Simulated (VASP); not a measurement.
# TiAl3 (I4/mmm) in VASP: further runs

The runs below take TiAl3 through single point, with PBE.

Everything below comes from runs of VASP 6.6.1. Logs are shortened: lines on timing, memory, paths and dates and some standing lists are left out, and cuts for length are marked.

## Step 1: The cell of the first run

It takes space group I4/mmm (No. 139, tetragonal). Conventional cell: a = 3.768 Å, b = 3.768 Å, c = 8.691 Å, α = 90.00°, β = 90.00°, γ = 90.00°. Ti (site symmetry 4/mmm) has 12 Al at 2.66 to 2.88 Å within 3.5 Å. Al (site symmetry 4/mmm) has 4 Ti at 2.66 Å and 8 Al at 2.88 Å within 3.5 Å. Within 3.5 Å of Al (site symmetry -4m2) lie 8 Al at 2.66 to 2.88 Å and 4 Ti at 2.88 Å.

## Step 2: Single point, PBE (biaxial strain in the a-b plane: -2.0 %, then relaxed in part)

Input file INCAR:

```
SYSTEM = TiAl3
ALGO = Fast
EDIFF = 1E-7
ENCUT = 520
GGA = PE
ISIF = 2
ISMEAR = 0
LASPH = .True.
LCHARG = .True.
LELF = .True.
LREAL = .False.
LVHAR = .True.
LWAVE = .False.
NBANDS = 31
NELM = 80
PREC = Accurate
SIGMA = 0.1
```

Input file KPOINTS:

```
k-points
0
Gamma
  10 10 4
  0 0 0
```

Input file POSCAR:

```
TiAl3
1.0
    3.7684399216      0.0000000000      0.0000000000
    0.0000000000      3.7684399216      0.0000000000
    0.0000000000      0.0000000000      8.6909365792
Ti Al
2 6
Direct
    0.0000000000      0.0000000000      0.0000000000
    0.5000000000      0.5000000000      0.5000000000
    0.5000000000      0.5000000000      0.0000000000
    0.0000000000      0.5000000000      0.2500000000
    0.5000000000      0.0000000000      0.2500000000
    0.0000000000      0.0000000000      0.5000000000
    0.5000000000      0.0000000000      0.7500000000
    0.0000000000      0.5000000000      0.7500000000
```

Potentials or basis: VASP PAW PBE potentials, release 64 (Ti_sv, Al).

Command:

```console
> cat potpaw_PBE.64/Ti_sv/POTCAR potpaw_PBE.64/Al/POTCAR > POTCAR
> mpirun -np 1 vasp_std > vasp.out
```

OUTCAR:

```text
SYSTEM = TiAl3
   EDIFF = 1E-7
   ENCUT = 520
   GGA = PE
   ISIF = 2
   ISMEAR = 0
   LASPH = .True.
   LREAL = .False.
   NELM = 80
   PREC = Accurate

 ion  position               nearest neighbor table
   1  0.000  0.000  0.000-   3 2.66   3 2.66   3 2.66   3 2.66   8 2.88   4 2.88   4 2.88   8 2.88
                             5 2.88   5 2.88   7 2.88   7 2.88
   2  0.500  0.500  0.500-   6 2.66   6 2.66   6 2.66   6 2.66   8 2.88   5 2.88   5 2.88   7 2.88
                             4 2.88   4 2.88   8 2.88   7 2.88
   3  0.500  0.500  0.000-   1 2.66   1 2.66   1 2.66   1 2.66   8 2.88   4 2.88   5 2.88   7 2.88
                             5 2.88   4 2.88   8 2.88   7 2.88
   4  0.000  0.500  0.250-   5 2.66   5 2.66   5 2.66   5 2.66   6 2.88   1 2.88   2 2.88   6 2.88
                             2 2.88   3 2.88   3 2.88   1 2.88
   5  0.500  0.000  0.250-   4 2.66   4 2.66   4 2.66   4 2.66   6 2.88   2 2.88   3 2.88   2 2.88
                             1 2.88   3 2.88   6 2.88   1 2.88
   6  0.000  0.000  0.500-   2 2.66   2 2.66   2 2.66   2 2.66   8 2.88   4 2.88   4 2.88   8 2.88
                             5 2.88   5 2.88   7 2.88   7 2.88
   7  0.500  0.000  0.750-   8 2.66   8 2.66   8 2.66   8 2.66   1 2.88   2 2.88   3 2.88   2 2.88
                             1 2.88   6 2.88   3 2.88   6 2.88
   8  0.000  0.500  0.750-   7 2.66   7 2.66   7 2.66   7 2.66   1 2.88   1 2.88   6 2.88   2 2.88
                             2 2.88   3 2.88   3 2.88   6 2.88

  LATTYP: Found a simple tetragonal cell.
 ALAT       =     3.7684399216
 C/A-ratio  =     2.3062425725

  Lattice vectors:

 A1 = (   3.7684399216,   0.0000000000,   0.0000000000)
 A2 = (   0.0000000000,   3.7684399216,   0.0000000000)
 A3 = (   0.0000000000,   0.0000000000,   8.6909365792)

Analysis of symmetry for initial positions (statically):
=====================================================================
 Subroutine PRICEL returns following result:

  LATTYP: Found a body centered tetragonal cell.
 ALAT       =     3.7684399216
 C/A-ratio  =     2.3062425725

  Lattice vectors:

 A1 = (   1.8842199608,  -1.8842199608,  -4.3454682896)
 A2 = (  -1.8842199608,   1.8842199608,  -4.3454682896)
 A3 = (   1.8842199608,   1.8842199608,   4.3454682896)

   2 primitive cells build up your supercell.

 Routine SETGRP: Setting up the symmetry group for a
 simple tetragonal supercell.

 Subroutine GETGRP returns: Found 16 space group operations
 (whereof 16 operations were pure point group operations)
 out of a pool of 16 trial point group operations.

The static configuration has the point symmetry D_4h.

Analysis of symmetry for dynamics (positions and initial velocities):
=====================================================================
 Subroutine PRICEL returns following result:

  LATTYP: Found a body centered tetragonal cell.
 ALAT       =     3.7684399216
 C/A-ratio  =     2.3062425725

  Lattice vectors:

 A1 = (   1.8842199608,  -1.8842199608,  -4.3454682896)
 A2 = (  -1.8842199608,   1.8842199608,  -4.3454682896)
 A3 = (   1.8842199608,   1.8842199608,   4.3454682896)

   2 primitive cells build up your supercell.

 Routine SETGRP: Setting up the symmetry group for a
 simple tetragonal supercell.

 Subroutine GETGRP returns: Found 16 space group operations
 (whereof 16 operations were pure point group operations)
 out of a pool of 16 trial point group operations.

The dynamic configuration has the point symmetry D_4h.

 Subroutine INISYM returns: Found 16 space group operations
 (whereof 16 operations are pure point group operations),
 and found     2 'primitive' translations

----------------------------------------------------------------------------------------

                                     Primitive cell

  volume of cell :      61.7106

  direct lattice vectors                    reciprocal lattice vectors
     1.884219961 -1.884219961 -4.345468290     0.265361800  0.000000000 -0.115062398
    -1.884219961  1.884219961 -4.345468290     0.000000000  0.265361800 -0.115062398
     1.884219961  1.884219961  4.345468290     0.265361800  0.265361800  0.000000000

  length of vectors
     5.097417422  5.097417422  5.097417422     0.289233885  0.289233885  0.375278256

  position of ions in fractional coordinates (direct lattice)
     0.000000000  0.000000000  0.000000000
     0.500000000  0.500000000  0.000000000
     0.750000000  0.250000000  0.500000000
     0.250000000  0.750000000  0.500000000

  ion indices of the primitive-cell ions
   primitive index   ion index
                 1           1
                 2           6
                 3           4
                 4           5

----------------------------------------------------------------------------------------

 KPOINTS: k-points

Automatic generation of k-mesh.
 Grid dimensions read from file:
 generate k-points for:   10   10    4

 Generating k-lattice:

  Cartesian coordinates                     Fractional coordinates (reciprocal lattice)
     0.026536180  0.000000000  0.000000000     0.100000000  0.000000000  0.000000000
     0.000000000  0.026536180  0.000000000     0.000000000  0.100000000  0.000000000
     0.000000000  0.000000000  0.028765599     0.000000000  0.000000000  0.250000000

  Length of vectors
     0.026536180  0.026536180  0.028765599

  Shift w.r.t. Gamma in fractional coordinates (k-lattice)
     0.000000000  0.000000000  0.000000000

 Subroutine IBZKPT returns following result:
 ===========================================

 Found     63 irreducible k-points:

 Following reciprocal coordinates:
            Coordinates               Weight
  0.000000  0.000000  0.000000      1.000000
  0.100000  0.000000  0.000000      4.000000
  0.200000  0.000000  0.000000      4.000000
  0.300000  0.000000  0.000000      4.000000
  0.400000  0.000000  0.000000      4.000000
  0.500000  0.000000  0.000000      2.000000
[... 16 lines left out ...]
  0.100000  0.000000  0.250000      8.000000
  0.200000  0.000000  0.250000      8.000000
 [... further k-points ...]
   k-points           NKPTS =     63   k-points in BZ     NKDIM =     63   number of bands    NBANDS=     31
   number of dos      NEDOS =    301   number of ions     NIONS =      8
   total plane-waves  NPLWV =  54880
   dimension x,y,z NGX =    28 NGY =   28 NGZ =   70
   dimension x,y,z NGXF=    56 NGYF=   56 NGZF=  140
   ions per type =               2   6
   NGX,Y,Z   is equivalent  to a cutoff of  12.35, 12.35, 13.39 a.u.
   NGXF,Y,Z  is equivalent  to a cutoff of  24.70, 24.70, 26.78 a.u.
 SYSTEM =  TiAl3
   PREC   = accura    normal or accurate (medium, high low for compatibility)
   ISTART =      0    job   : 0-new  1-cont  2-samecut
   ICHARG =      2    charge: 1-file 2-atom 10-const
   ISPIN  =      1    spin polarized calculation?
   LNONCOLLINEAR =      F non collinear calculations
   LSORBIT =      F    spin-orbit coupling
   LASPH  =      T    aspherical Exc in radial PAW
   ENCUT  =  520.0 eV  38.22 Ry    6.18 a.u.   7.01  7.01 16.16*2*pi/ulx,y,z
   NELM   =     80;   NELMIN=  2; NELMDL= -5     # of ELM steps
   EDIFF  = 0.1E-06   stopping-criterion for ELM
   LREAL  =      F    real-space projection
   EDIFFG = 0.1E-05   stopping-criterion for IOM
   NSW    =      0    number of steps for IOM
   IBRION =     -1    ionic relax: 0-MD 1-quasi-New 2-CG
   NFREE  =      0    steps in history (QN), initial steepest desc. (CG)
   ISIF   =      2    stress and relaxation
   ISYM   =      2    0-nonsym 1-usesym 2-fastsym
   POTIM  = 0.5000    time-step for ionic-motion
   TEBEG  =    0.0;   TEEND  =   0.0 temperature during run
   PSTRESS=    0.0 pullay stress
   NELECT =      42.0000    total number of electrons
   NUPDOWN=      -1.0000    fix difference up-down
   EMIN   =  10.00;   EMAX   =-10.00  energy-range for DOS
   EFERMI =   0.00;   METHOD = LEGACY
   ISMEAR =     0;   SIGMA  =   0.10  broadening in eV -4-tet -1-fermi 0-gaus
   EFERMI_NEDOS =   21; number of points for ismear=-14 and -15
   IALGO  =     68    algorithm
   IMIX   =      4    mixing-type and parameters
     AMIX     =   0.40;   BMIX     =  1.00
     AMIX_MAG =   1.60;   BMIX_MAG =  1.00
  volume/ion in A,a.u.               =      15.43       104.11
  Fermi-wavevector in a.u.,A,eV,Ry     =   1.142952  2.159866 17.773826  1.306339
  Thomas-Fermi vector in A             =   2.279649
   LORBIT       =      0    0 simple, 1 ext, 2 COOP (PROOUT), +10 PAW based schemes
   GGA     = PE    functional components
   LHFCALC =     F    Hartree Fock is set to
   AEXX    =    0.0000 exact exchange contribution
   IVDW    =     0    specifies the selected vdW correction
   LEPSILON=     F    determine dielectric tensor
   LRPA    =     F    only Hartree local field effects (RPA)
 non-spin polarized calculation
 RMM-DIIS sequential band-by-band and
 Gauss-broadening in eV      SIGMA  =   0.10
  energy-cutoff  :      520.00
  volume of cell :      123.42
 maximum number of plane-waves:      3354
   NGX = 15   NGY = 15   NGZ = 33

 number of electron      41.9999993 magnetization

 Free energy of the ion-electron system (eV)
  ---------------------------------------------------
  ext. energy  EPLUGINS =         0.00000000
  ---------------------------------------------------
  free energy    TOTEN  =       -41.24359101 eV

  energy without entropy =      -41.22748846  energy(sigma->0) =      -41.23553973

 E-fermi :   8.5062     XC(G=0): -10.8474

 val. band max:        8.4965047689   @ k =   0.4000   0.2000   0.2500
 cond. band min:       8.5070952553   @ k =   0.5000   0.1000   0.0000
 fundamental gap:      0.0105904863
 Fermi energy:         8.5061700719

 k-point     1 :       0.0000    0.0000    0.0000
  band No.  band energies     occupation
      1     -47.9036      2.00000
      2     -47.9035      2.00000
      3     -24.2192      2.00000
      4     -24.2192      2.00000
      5     -24.2189      2.00000
      6     -24.2189      2.00000
[... 23 lines left out ...]
     30      12.2898      0.00000
     31      12.3276      0.00000

 k-point     2 :       0.1000    0.0000    0.0000
  band No.  band energies     occupation
      1     -47.9034      2.00000
      2     -47.9034      2.00000
      3     -24.2223      2.00000
      4     -24.2221      2.00000
      5     -24.2189      2.00000
      6     -24.2187      2.00000
[... 23 lines left out ...]
     30      12.3087      0.00000
     31      13.0339      0.00000

 k-point     3 :       0.2000    0.0000    0.0000
  band No.  band energies     occupation
      1     -47.9030      2.00000
      2     -47.9030      2.00000
      3     -24.2306      2.00000
      4     -24.2304      2.00000
      5     -24.2183      2.00000
      6     -24.2182      2.00000
[... 23 lines left out ...]
     30      12.3161      0.00000
     31      13.5930      0.00000

 k-point     4 :       0.3000    0.0000    0.0000
  band No.  band energies     occupation
      1     -47.9025      2.00000
      2     -47.9025      2.00000
      3     -24.2407      2.00000
      4     -24.2406      2.00000
      5     -24.2176      2.00000
      6     -24.2175      2.00000
[... 23 lines left out ...]
     30      12.6258      0.00000
     31      13.3109      0.00000

 k-point     5 :       0.4000    0.0000    0.0000
  band No.  band energies     occupation
      1     -47.9021      2.00000
      2     -47.9021      2.00000
      3     -24.2490      2.00000
      4     -24.2489      2.00000
      5     -24.2170      2.00000
      6     -24.2169      2.00000
[... 23 lines left out ...]
     30      12.3316      0.00000
     31      12.6852      0.00000
[... 542 lines left out ...]
     30      11.5652      0.00000
     31      11.5653      0.00000

 k-point    22 :       0.0000    0.0000    0.2500
  band No.  band energies     occupation
      1     -47.9036      2.00000
      2     -47.9035      2.00000
      3     -24.2191      2.00000
      4     -24.2191      2.00000
      5     -24.2190      2.00000
      6     -24.2190      2.00000
[... 23 lines left out ...]
     30      12.6216      0.00000
     31      12.9444      0.00000

 k-point    23 :       0.1000    0.0000    0.2500
  band No.  band energies     occupation
      1     -47.9034      2.00000
      2     -47.9034      2.00000
      3     -24.2223      2.00000
      4     -24.2222      2.00000
      5     -24.2189      2.00000
      6     -24.2188      2.00000
[... 23 lines left out ...]
     30      12.6614      0.00000
     31      12.9057      0.00000

 k-point    24 :       0.2000    0.0000    0.2500
  band No.  band energies     occupation
      1     -47.9030      2.00000
      2     -47.9030      2.00000
      3     -24.2305      2.00000
      4     -24.2304      2.00000
      5     -24.2183      2.00000
      6     -24.2182      2.00000
[... 23 lines left out ...]
     30      12.4122      0.00000
     31      12.8678      0.00000

 [... further k-points ...]

------------------------ aborting loop because EDIFF is reached ----------------------------------------

  FORCE on cell =-STRESS in cart. coord.  units (eV):
  Direction    XX          YY          ZZ          XY          YZ          ZX
  --------------------------------------------------------------------------------------
  -------------------------------------------------------------------------------------
  Total        4.4238714      4.4238714     -0.0283222      0.0000000      0.0000000      0.0000000
  in kB       57.4279492     57.4279492     -0.3676609      0.0000000      0.0000000      0.0000000
  external PRESSURE =      38.1627458 kB  Pullay stress =       0.0000000 kB

 VOLUME and BASIS-vectors are now :
 -----------------------------------------------------------------------------
  energy-cutoff  :      520.00
  volume of cell :      123.42
      direct lattice vectors                 reciprocal lattice vectors
     3.768439922  0.000000000  0.000000000     0.265361800  0.000000000  0.000000000
     0.000000000  3.768439922  0.000000000     0.000000000  0.265361800  0.000000000
     0.000000000  0.000000000  8.690936579     0.000000000  0.000000000  0.115062398

 POSITION                                       TOTAL-FORCE (eV/Angst)
 -----------------------------------------------------------------------------------
      0.00000      0.00000      0.00000        -0.000000     -0.000000     -0.000000
      1.88422      1.88422      4.34547         0.000000     -0.000000     -0.000000
      1.88422      1.88422      0.00000         0.000000      0.000000     -0.000000
      0.00000      1.88422      2.17273        -0.000000     -0.000000      0.000000
      1.88422      0.00000      2.17273         0.000000      0.000000     -0.000000
      0.00000      0.00000      4.34547        -0.000000      0.000000     -0.000000
      1.88422      0.00000      6.51820        -0.000000      0.000000     -0.000000
      0.00000      1.88422      6.51820         0.000000     -0.000000      0.000000
 -----------------------------------------------------------------------------------
    total drift:                                0.000000      0.000000      0.000000

  FREE ENERGIE OF THE ION-ELECTRON SYSTEM (eV)
  ---------------------------------------------------
  free  energy   TOTEN  =       -41.2435910091 eV

  energy  without entropy=      -41.2274884563  energy(sigma->0) =      -41.23553973
```

It took 32 min on 1 thread of AMD EPYC 7R13, shared host; peak memory 0.33 GiB.

What came out:

- Free energy: -41.2436 eV
- Pressure: 3.8 GPa
- Band gap on the k mesh: zero (bands 21 and 22 overlap by 2.26 eV)

Caveat: the cell differs from its parent crystal (biaxial strain in the a-b plane: -2.0 %, then relaxed in part); the cell stands under pressure.

## Step 3: Single point, PBE (biaxial strain in the a-b plane: -2.0 %)

Input file INCAR:

```
SYSTEM = TiAl3
  PREC = Accurate
  ENCUT = 520
  EDIFF = 1E-7
  ISMEAR = 0
  SIGMA = 0.1
  LREAL = .False.
  LASPH = .True.
  NELM = 100
  ALGO = Fast
  ISIF = 2
  LWAVE = .False.
  LCHARG = .True.
  GGA = PE
  LELF = .True.
  LVHAR = .True.
  NBANDS = 31
```

Input file KPOINTS:

```
Automatic mesh
0
Gamma
  10 10 4
  0 0 0
```

Edit POSCAR of step 2 so:

```diff
@@ -4,3 +4,3 @@
     0.0000000000      3.7684399216      0.0000000000
-    0.0000000000      0.0000000000      8.6909365792
+    0.0000000000      0.0000000000      8.7262833076
 Ti Al
```

Potentials or basis: VASP PAW PBE potentials, release 64 (Ti_sv, Al).

Command:

```console
> cat potpaw_PBE.64/Ti_sv/POTCAR potpaw_PBE.64/Al/POTCAR > POTCAR
> mpirun -np 1 vasp_std > vasp.out
```

Run time: 33 min. Hardware: 1 thread of AMD EPYC 7R13, shared host; peak memory 0.33 GiB.

The run converged. Its results:

- Free energy: -41.2421 eV
- Pressure: 3.4 GPa
- Band gap on the k mesh: zero (bands 21 and 22 overlap by 2.27 eV)

Stress tensor (GPa, compression positive):
```
 5.55  0.00  0.00
 0.00  5.55  0.00
 0.00  0.00 -0.98
```

Levels at points of the mesh, in eV from the Fermi level:
| k point | band 19 | band 20 | band 21 | band 22 | band 23 | band 24 |
| --- | --- | --- | --- | --- | --- | --- |
| (0.00, 0.00, 0.00) | -0.75 | -0.27 | 0.74 | 0.74 | 0.88 | 0.98 |
| (0.50, 0.00, 0.00) | -0.94 | -0.94 | 0.36 | 0.36 | 1.92 | 1.92 |
| (0.50, 0.50, 0.00) | -2.30 | -2.30 | -1.08 | -1.08 | 1.87 | 1.87 |
| (0.00, 0.00, 0.50) | -0.45 | -0.45 | 0.93 | 0.93 | 1.28 | 1.28 |
| (0.50, 0.00, 0.50) | -0.37 | -0.37 | 0.57 | 0.57 | 1.92 | 1.92 |
| (0.50, 0.50, 0.50) | -1.86 | -1.86 | -1.34 | -1.34 | 0.77 | 0.77 |

Caveat: the cell differs from its parent crystal (biaxial strain in the a-b plane: -2.0 %); the cell stands under pressure.
